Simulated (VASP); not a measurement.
# Ta2N (P-3m1) in VASP: further runs

Ta2N is run at these levels: LDA; tasks: single point.

Everything below comes from runs of VASP 6.6.1. Logs are shortened: lines on timing, memory, paths and dates and some standing lists are left out, and cuts for length are marked.

## Step 1: The cell of the first run

It takes space group P-3m1 (No. 164, trigonal). Conventional cell: a = 3.200 Å, b = 3.200 Å, c = 4.617 Å, α = 90.00°, β = 90.00°, γ = 120.00°. Within 3.0 Å of Ta (site symmetry 3m) lie 3 N at 2.19 Å and 6 Ta at 2.93 to 2.98 Å. N (site symmetry -3m) has 6 Ta at 2.19 Å within 2.9 Å.

## Step 2: Single point, LDA (13.65 Å³/atom)

INCAR reads:

```
PREC = Accurate
ENCUT = 520
EDIFF = 1E-6
ISMEAR = 0
SIGMA = 0.15
LREAL = False
LASPH = True
NELM = 60
ALGO = Normal
ISIF = 2
LWAVE = False
LCHARG = True
LELF = True
LVHAR = True
NBANDS = 20
```

KPOINTS reads:

```
Automatic mesh
0
Gamma
  18 18 10
```

POSCAR reads:

```
Ta2N
1.0
    3.1997046047      0.0000000000      0.0000000000
   -1.5998523024      2.7710254722      0.0000000000
    0.0000000000      0.0000000000      4.6171737445
Ta N
2 1
Direct
    0.6666666667      0.3333333333      0.7466885012
    0.3333333333      0.6666666667      0.2533114988
    0.0000000000      0.0000000000      0.0000000000
```

Potentials or basis: VASP PAW LDA potentials, release 64 (Ta_pv, N).

Started as:

```console
$ cat potpaw_LDA.64/Ta_pv/POTCAR potpaw_LDA.64/N/POTCAR > POTCAR
$ mpirun -np 1 vasp_std > vasp.out
```

OUTCAR:

```text
PREC = Accurate
   ENCUT = 520
   EDIFF = 1E-6
   ISMEAR = 0
   LREAL = False
   LASPH = True
   NELM = 60
   ISIF = 2

 ion  position               nearest neighbor table
   1  0.667  0.333  0.747-   3 2.19   3 2.19   3 2.19   2 2.93   2 2.93   2 2.93   2 2.98   2 2.98
                             2 2.98
   2  0.333  0.667  0.253-   3 2.19   3 2.19   3 2.19   1 2.93   1 2.93   1 2.93   1 2.98   1 2.98
                             1 2.98
   3  0.000  0.000  0.000-   1 2.19   2 2.19   2 2.19   1 2.19   1 2.19   2 2.19

  LATTYP: Found a hexagonal cell.
 ALAT       =     3.1997046047
 C/A-ratio  =     1.4430000000

  Lattice vectors:

 A1 = (   3.1997046047,   0.0000000000,   0.0000000000)
 A2 = (  -1.5998523024,   2.7710254722,   0.0000000000)
 A3 = (   0.0000000000,   0.0000000000,   4.6171737445)

Analysis of symmetry for initial positions (statically):
=====================================================================
 Subroutine PRICEL returns:
 Original cell was already a primitive cell.

 Routine SETGRP: Setting up the symmetry group for a
 hexagonal supercell.

 Subroutine GETGRP returns: Found 12 space group operations
 (whereof 12 operations were pure point group operations)
 out of a pool of 24 trial point group operations.

The static configuration has the point symmetry D_3d.

Analysis of symmetry for dynamics (positions and initial velocities):
=====================================================================
 Subroutine PRICEL returns:
 Original cell was already a primitive cell.

 Routine SETGRP: Setting up the symmetry group for a
 hexagonal supercell.

 Subroutine GETGRP returns: Found 12 space group operations
 (whereof 12 operations were pure point group operations)
 out of a pool of 24 trial point group operations.

The dynamic configuration has the point symmetry D_3d.

 Subroutine INISYM returns: Found 12 space group operations
 (whereof 12 operations are pure point group operations),
 and found     1 'primitive' translations

----------------------------------------------------------------------------------------

                                     Primitive cell

  volume of cell :      40.9380

  direct lattice vectors                    reciprocal lattice vectors
     3.199704605  0.000000000  0.000000000     0.312528850  0.180438616  0.000000000
    -1.599852302  2.771025472  0.000000000     0.000000000  0.360877231  0.000000000
     0.000000000  0.000000000  4.617173744     0.000000000  0.000000000  0.216582710

  length of vectors
     3.199704605  3.199704605  4.617173744     0.360877231  0.360877231  0.216582710

  position of ions in fractional coordinates (direct lattice)
     0.666666667  0.333333333  0.746688501
     0.333333333  0.666666667  0.253311499
     0.000000000  0.000000000  0.000000000

  ion indices of the primitive-cell ions
   primitive index   ion index
                 1           1
                 2           2
                 3           3

----------------------------------------------------------------------------------------

 KPOINTS: Automatic mesh

Automatic generation of k-mesh.
 Grid dimensions read from file:
 generate k-points for:   18   18   10

 Generating k-lattice:

  Cartesian coordinates                     Fractional coordinates (reciprocal lattice)
     0.017362714  0.010024368  0.000000000     0.055555556 -0.000000000  0.000000000
     0.000000000  0.020048735  0.000000000     0.000000000  0.055555556  0.000000000
     0.000000000  0.000000000  0.021658271     0.000000000  0.000000000  0.100000000

  Length of vectors
     0.020048735  0.020048735  0.021658271

  Shift w.r.t. Gamma in fractional coordinates (k-lattice)
     0.000000000  0.000000000  0.000000000

 Subroutine IBZKPT returns following result:
 ===========================================

 Found    330 irreducible k-points:

 Following reciprocal coordinates:
            Coordinates               Weight
  0.000000  0.000000  0.000000      1.000000
  0.055556  0.000000  0.000000      6.000000
  0.111111  0.000000  0.000000      6.000000
  0.166667  0.000000  0.000000      6.000000
  0.222222  0.000000  0.000000      6.000000
  0.277778  0.000000  0.000000      6.000000
[... 16 lines left out ...]
  0.333333  0.111111  0.000000     12.000000
  0.388889  0.111111  0.000000     12.000000
 [... further k-points ...]
   k-points           NKPTS =    330   k-points in BZ     NKDIM =    330   number of bands    NBANDS=     20
   number of dos      NEDOS =    301   number of ions     NIONS =      3
   total plane-waves  NPLWV =  20736
   dimension x,y,z NGX =    24 NGY =   24 NGZ =   36
   dimension x,y,z NGXF=    48 NGYF=   48 NGZF=   72
   ions per type =               2   1
   NGX,Y,Z   is equivalent  to a cutoff of  12.47, 12.47, 12.96 a.u.
   NGXF,Y,Z  is equivalent  to a cutoff of  24.94, 24.94, 25.92 a.u.
 SYSTEM =  unknown system
   PREC   = accura    normal or accurate (medium, high low for compatibility)
   ISTART =      0    job   : 0-new  1-cont  2-samecut
   ICHARG =      2    charge: 1-file 2-atom 10-const
   ISPIN  =      1    spin polarized calculation?
   LNONCOLLINEAR =      F non collinear calculations
   LSORBIT =      F    spin-orbit coupling
   LASPH  =      T    aspherical Exc in radial PAW
   ENCUT  =  520.0 eV  38.22 Ry    6.18 a.u.   5.95  5.95  8.58*2*pi/ulx,y,z
   NELM   =     60;   NELMIN=  2; NELMDL= -5     # of ELM steps
   EDIFF  = 0.1E-05   stopping-criterion for ELM
   LREAL  =      F    real-space projection
   EDIFFG = 0.1E-04   stopping-criterion for IOM
   NSW    =      0    number of steps for IOM
   IBRION =     -1    ionic relax: 0-MD 1-quasi-New 2-CG
   NFREE  =      0    steps in history (QN), initial steepest desc. (CG)
   ISIF   =      2    stress and relaxation
   ISYM   =      2    0-nonsym 1-usesym 2-fastsym
   POTIM  = 0.5000    time-step for ionic-motion
   TEBEG  =    0.0;   TEEND  =   0.0 temperature during run
   PSTRESS=    0.0 pullay stress
   NELECT =      27.0000    total number of electrons
   NUPDOWN=      -1.0000    fix difference up-down
   EMIN   =  10.00;   EMAX   =-10.00  energy-range for DOS
   EFERMI =   0.00;   METHOD = LEGACY
   ISMEAR =     0;   SIGMA  =   0.15  broadening in eV -4-tet -1-fermi 0-gaus
   EFERMI_NEDOS =   21; number of points for ismear=-14 and -15
   IALGO  =     38    algorithm
   IMIX   =      4    mixing-type and parameters
     AMIX     =   0.40;   BMIX     =  1.00
     AMIX_MAG =   1.60;   BMIX_MAG =  1.00
  volume/ion in A,a.u.               =      13.65        92.09
  Fermi-wavevector in a.u.,A,eV,Ry     =   1.425019  2.692895 27.629053  2.030678
  Thomas-Fermi vector in A             =   2.545448
   LORBIT       =      0    0 simple, 1 ext, 2 COOP (PROOUT), +10 PAW based schemes
   GGA     = CA    functional components
   LHFCALC =     F    Hartree Fock is set to
   AEXX    =    0.0000 exact exchange contribution
   IVDW    =     0    specifies the selected vdW correction
   LEPSILON=     F    determine dielectric tensor
   LRPA    =     F    only Hartree local field effects (RPA)
 non-spin polarized calculation
 Gauss-broadening in eV      SIGMA  =   0.15
  energy-cutoff  :      520.00
  volume of cell :       40.94
 maximum number of plane-waves:      1122
   NGX = 11   NGY = 11   NGZ = 17

 number of electron      27.0000003 magnetization

 Free energy of the ion-electron system (eV)
  ---------------------------------------------------
  ext. energy  EPLUGINS =         0.00000000
  ---------------------------------------------------
  free energy    TOTEN  =       -37.46331737 eV

  energy without entropy =      -37.45145664  energy(sigma->0) =      -37.45738700

 E-fermi :   7.2131     XC(G=0): -13.0298

 val. band max:        7.2051397928   @ k =   0.1667   0.1667   0.0000
 cond. band min:       7.2239701937   @ k =   0.2222   0.1111   0.0000
 fundamental gap:      0.0188304009
 Fermi energy:         7.2130672511

 k-point     1 :       0.0000    0.0000    0.0000
  band No.  band energies     occupation
      1     -28.1928      2.00000
      2     -27.5493      2.00000
      3     -27.5493      2.00000
      4     -27.3593      2.00000
      5     -27.3593      2.00000
      6     -27.0902      2.00000
[... 12 lines left out ...]
     19       8.4818      0.00000
     20      12.7394      0.00000

 k-point     2 :       0.0556    0.0000    0.0000
  band No.  band energies     occupation
      1     -28.1835      2.00000
      2     -27.5636      2.00000
      3     -27.5558      2.00000
      4     -27.3744      2.00000
      5     -27.3592      2.00000
      6     -27.0957      2.00000
[... 12 lines left out ...]
     19       8.6746      0.00000
     20      12.7242      0.00000

 k-point     3 :       0.1111    0.0000    0.0000
  band No.  band energies     occupation
      1     -28.1561      2.00000
      2     -27.6053      2.00000
      3     -27.5741      2.00000
      4     -27.4171      2.00000
      5     -27.3596      2.00000
      6     -27.1120      2.00000
[... 12 lines left out ...]
     19       9.3340      0.00000
     20      12.5965      0.00000

 k-point     4 :       0.1667    0.0000    0.0000
  band No.  band energies     occupation
      1     -28.1123      2.00000
      2     -27.6700      2.00000
      3     -27.6008      2.00000
      4     -27.4801      2.00000
      5     -27.3615      2.00000
      6     -27.1390      2.00000
[... 12 lines left out ...]
     19      10.2549      0.00000
     20      12.3237      0.00000

 k-point     5 :       0.2222    0.0000    0.0000
  band No.  band energies     occupation
      1     -28.0548      2.00000
      2     -27.7502      2.00000
      3     -27.6317      2.00000
      4     -27.5538      2.00000
      5     -27.3654      2.00000
      6     -27.1762      2.00000
[... 12 lines left out ...]
     19      11.1274      0.00000
     20      12.0511      0.00000
[... 353 lines left out ...]
      6     -27.2381      2.00000
[... 12 lines left out ...]
     19      11.7436      0.00000
     20      12.2197      0.00000

 k-point    22 :       0.2778    0.1111    0.0000
  band No.  band energies     occupation
      1     -27.9363      2.00000
      2     -27.8704      2.00000
      3     -27.7700      2.00000
      4     -27.6380      2.00000
      5     -27.4113      2.00000
      6     -27.2912      2.00000
[... 12 lines left out ...]
     19      11.8538      0.00000
     20      12.2815      0.00000

 k-point    23 :       0.3333    0.1111    0.0000
  band No.  band energies     occupation
      1     -27.9896      2.00000
      2     -27.8132      2.00000
      3     -27.7828      2.00000
      4     -27.6892      2.00000
      5     -27.4195      2.00000
      6     -27.3468      2.00000
[... 12 lines left out ...]
     19      11.7787      0.00000
     20      12.1594      0.00000

 k-point    24 :       0.3889    0.1111    0.0000
  band No.  band energies     occupation
      1     -28.0305      2.00000
      2     -27.7892      2.00000
      3     -27.7519      2.00000
      4     -27.7297      2.00000
      5     -27.4248      2.00000
      6     -27.3950      2.00000
[... 12 lines left out ...]
     19      11.5813      0.00000
     20      12.2534      0.00000

 [... further k-points ...]
[... 5 lines left out ...]
  --------------------------------------------------------------------------------------
  -------------------------------------------------------------------------------------
  Total       -4.7769608     -4.7769608     -0.0951375      0.0000000      0.0000000     -0.0000000
  in kB     -186.9543780   -186.9543780     -3.7233675      0.0000000      0.0000000     -0.0000000
  external PRESSURE =    -125.8773745 kB  Pullay stress =       0.0000000 kB

 VOLUME and BASIS-vectors are now :
 -----------------------------------------------------------------------------
  energy-cutoff  :      520.00
  volume of cell :       40.94
      direct lattice vectors                 reciprocal lattice vectors
     3.199704605  0.000000000  0.000000000     0.312528850  0.180438616  0.000000000
    -1.599852302  2.771025472  0.000000000     0.000000000  0.360877231  0.000000000
     0.000000000  0.000000000  4.617173744     0.000000000  0.000000000  0.216582710

 POSITION                                       TOTAL-FORCE (eV/Angst)
 -----------------------------------------------------------------------------------
      1.59985      0.92368      3.44759        -0.000000     -0.000000      0.793477
     -0.00000      1.84735      1.16958         0.000000      0.000000     -0.793477
      0.00000      0.00000      0.00000         0.000000      0.000000      0.000000
 -----------------------------------------------------------------------------------
    total drift:                                0.000000     -0.000000      0.000000

  FREE ENERGIE OF THE ION-ELECTRON SYSTEM (eV)
  ---------------------------------------------------
  free  energy   TOTEN  =       -37.4633173705 eV

  energy  without entropy=      -37.4514566370  energy(sigma->0) =      -37.45738700
```

It took 2.6 min on 1 thread of Intel Xeon Platinum 8488C (Sapphire Rapids), shared host; peak memory 0.33 GiB.

Results:

| Item | Value |
| --- | --- |
| Free energy | -37.4633 eV |
| Pressure | -12.6 GPa |
| Largest force | 0.793 eV/Å |
| Band gap on the k mesh | zero (an odd number of electrons rules out a gap without spin polarisation) |

Forces in eV/Å, atoms in the order of the input:
```
Ta   0.000  0.000  0.793
Ta   0.000  0.000 -0.793
N    0.000  0.000  0.000
```

Caveat: the cell stands under tension; spin-orbit coupling is left out, which moves the levels of the heavy elements.

## Step 3: Single point, LDA (13.65 Å³/atom)

INCAR reads:

```
PREC = Accurate
ENCUT = 520
EDIFF = 1E-6
ISMEAR = 0
SIGMA = 0.15
LREAL = F
LASPH = T
NELM = 60
ALGO = Normal
ISIF = 2
LWAVE = F
LCHARG = F
GGA = CA
NBANDS = 20
```

KPOINTS is that of step 2.

POSCAR reads:

```
Ta2N
1.0
    3.1431510151      0.0000000000      0.0000000000
   -1.5715755076      2.7220486270      0.0000000000
    0.0000000000      0.0000000000      4.7848187903
Ta N
2 1
Direct
    0.6666666667      0.3333333333      0.7466885012
    0.3333333333      0.6666666667      0.2533114988
    0.0000000000      0.0000000000      0.0000000000
```

Potentials or basis: VASP PAW LDA potentials, release 64 (Ta_pv, N).

Started as:

```console
$ cat potpaw_LDA.64/Ta_pv/POTCAR potpaw_LDA.64/N/POTCAR > POTCAR
$ mpirun -np 1 vasp_std > vasp.out
```

It took 2.3 min on 1 thread of Intel Xeon Platinum 8488C (Sapphire Rapids), shared host; peak memory 0.33 GiB.

Results (log left out):

```yaml
Free_energy: -37.5697 eV
Pressure: -13.3 GPa
Largest_force: 0.461 eV/Å
Band_gap_on_the_k_mesh: zero (an odd number of electrons rules out a gap without spin polarisation)
```

Forces on the atoms (eV/Å):
```
Ta   0.000  0.000  0.461
Ta   0.000  0.000 -0.461
N    0.000  0.000  0.000
```

Stress tensor (GPa, compression positive):
```
-15.04   0.00   0.00
  0.00 -15.04   0.00
  0.00   0.00  -9.68
```

Levels at points of the mesh, in eV from the Fermi level:
```tsv
k point	band 10	band 11	band 12	band 13	band 14	band 15	band 16	band 17
(0.00, 0.00, 0.00)	-6.13	-4.69	-0.40	-0.24	-0.24	0.08	0.08	0.40
(0.50, 0.00, 0.00)	-6.32	-4.46	-2.55	-1.32	1.68	2.13	3.54	3.88
(0.00, 0.00, 0.50)	-6.32	-2.54	-2.42	-1.24	-1.24	1.93	1.94	2.27
(0.50, 0.00, 0.50)	-6.10	-3.14	-2.05	-2.03	-0.01	0.67	3.01	3.29
```

Caveat: the cell stands under tension; spin-orbit coupling is left out, which moves the levels of the heavy elements.

## Step 4: Single point, LDA (13.65 Å³/atom)

INCAR reads:

```
PREC = Accurate ; ENCUT = 520
EDIFF = 1E-7 ; ISMEAR = 0
SIGMA = 0.15 ; LREAL = False
LASPH = True ; NELM = 60
ALGO = Normal ; ISIF = 2
LWAVE = False ; LCHARG = True
LELF = True ; LVHAR = True
NBANDS = 20
```

KPOINTS is that of step 3.

POSCAR reads:

```
Ta2N
1.0
    3.0876982060      0.0000000000      0.0000000000
   -1.5438491030      2.6740250856      0.0000000000
    0.0000000000      0.0000000000      4.9582257792
Ta N
2 1
Direct
    0.6666666667      0.3333333333      0.7466885012
    0.3333333333      0.6666666667      0.2533114988
    0.0000000000      0.0000000000      0.0000000000
```

Started as:

```console
$ cat potpaw_LDA.64/Ta_pv/POTCAR potpaw_LDA.64/N/POTCAR > POTCAR
$ mpirun -np 1 vasp_std > vasp.out
```

Run time: 2.9 min. Hardware: 1 thread of Intel Xeon Platinum 8488C (Sapphire Rapids), shared host; peak memory 0.34 GiB.

The run converged. Its results:

```
Free energy            : -37.5679 eV
Pressure               : -13.4 GPa
Largest force          : 0.104 eV/Å
Band gap on the k mesh : zero (an odd number of electrons rules out a gap without spin polarisation)
```

Forces on the atoms (eV/Å):
```
Ta   0.000  0.000  0.104
Ta   0.000  0.000 -0.104
N    0.000  0.000  0.000
```

Stress tensor (GPa, compression positive):
```
-11.60   0.00   0.00
  0.00 -11.60   0.00
  0.00   0.00 -16.96
```

Levels at points of the mesh, in eV from the Fermi level:
```
           k point  band 9  band 10  band 11  band 12  band 13  band 14  band 15  band 16  band 17  band 18
(0.00, 0.00, 0.00)   -5.93    -5.93    -4.81    -0.89    -0.26    -0.26     0.34     0.43     0.43     1.19
(0.50, 0.00, 0.00)   -6.56    -6.26    -4.49    -2.43    -1.23     1.47     2.10     3.78     3.90     4.20
(0.00, 0.00, 0.50)   -6.08    -6.08    -2.93    -2.66    -1.02    -1.02     1.67     2.11     2.21     2.21
(0.50, 0.00, 0.50)   -6.69    -6.01    -3.34    -1.99    -1.99    -0.28     0.85     3.41     3.66     4.11
```

Caveat: the cell stands under tension; spin-orbit coupling is left out, which moves the levels of the heavy elements.

## Step 5: Single point, LDA (13.65 Å³/atom)

INCAR reads:

```
PREC = Accurate
ENCUT = 520
EDIFF = 1E-7
ISMEAR = 0
SIGMA = 0.15
LREAL = F
LASPH = T
NELM = 100
ALGO = Normal
ISIF = 2
LWAVE = F
LCHARG = F
GGA = CA
NBANDS = 20
```

KPOINTS reads:

```
regular mesh
0
Gamma
  18 18 10
```

POSCAR reads:

```
Ta2N
1.0
    3.1153018091      0.0000000000      0.0000000000
   -1.5576509046      2.6979305072      0.0000000000
    0.0000000000      0.0000000000      4.8707488354
Ta N
2 1
Direct
    0.6666666667      0.3333333333      0.7466885012
    0.3333333333      0.6666666667      0.2533114988
    0.0000000000      0.0000000000      0.0000000000
```

Started as:

```console
$ cat potpaw_LDA.64/Ta_pv/POTCAR potpaw_LDA.64/N/POTCAR > POTCAR
$ mpirun -np 1 vasp_std > vasp.out
```

Run time: 2.5 min. Hardware: 1 thread of Intel Xeon Platinum 8488C (Sapphire Rapids), shared host; peak memory 0.33 GiB.

It converged, with:

```
Free energy            : -37.5809 eV
Pressure               : -13.4 GPa
Largest force          : 0.281 eV/Å
Band gap on the k mesh : zero (an odd number of electrons rules out a gap without spin polarisation)
```

Forces on the atoms (eV/Å):
```
Ta   0.000  0.000  0.281
Ta   0.000  0.000 -0.281
N    0.000  0.000  0.000
```

Stress tensor (GPa, compression positive):
```
-13.30   0.00   0.00
  0.00 -13.30   0.00
  0.00   0.00 -13.59
```

Levels at points of the mesh, in eV from the Fermi level:
```
           k point  band 11  band 12  band 13  band 14  band 15  band 16
(0.00, 0.00, 0.00)    -4.75    -0.65    -0.25    -0.25     0.25     0.25
(0.50, 0.00, 0.00)    -4.48    -2.50    -1.28     1.80     1.89     3.65
(0.00, 0.00, 0.50)    -2.74    -2.55    -1.13    -1.13     1.80     2.01
(0.50, 0.00, 0.50)    -3.25    -2.03    -2.02    -0.15     0.76     3.20
```

Caveat: the cell stands under tension; spin-orbit coupling is left out, which moves the levels of the heavy elements.

## Step 6: Summary

```csv
cell,gap on the mesh (eV),pressure (GPa),largest force (eV/Å)
"a = 3.200, b = 3.200, c = 4.617 Å, angles 90.0, 90.0, 120.0°, 3 atoms",none,-12.6,0.79
"a = 3.143, b = 3.143, c = 4.785 Å, angles 90.0, 90.0, 120.0°, 3 atoms",none,-13.3,0.46
"a = 3.088, b = 3.088, c = 4.958 Å, angles 90.0, 90.0, 120.0°, 3 atoms",none,-13.4,0.10
"a = 3.115, b = 3.115, c = 4.871 Å, angles 90.0, 90.0, 120.0°, 3 atoms",none,-13.4,0.28
```

Alike in all rows: task single point; level LDA; potentials or basis VASP PAW LDA potentials, release 64 (Ta_pv, N); no spin polarisation; k mesh 18 × 18 × 10; cutoff (eV) 520; smearing gaussian 0.15 eV.

Caveats: the cell stands under tension; spin-orbit coupling is left out, which moves the levels of the heavy elements.

Absolute energies hang on the potentials; compare differences alone.
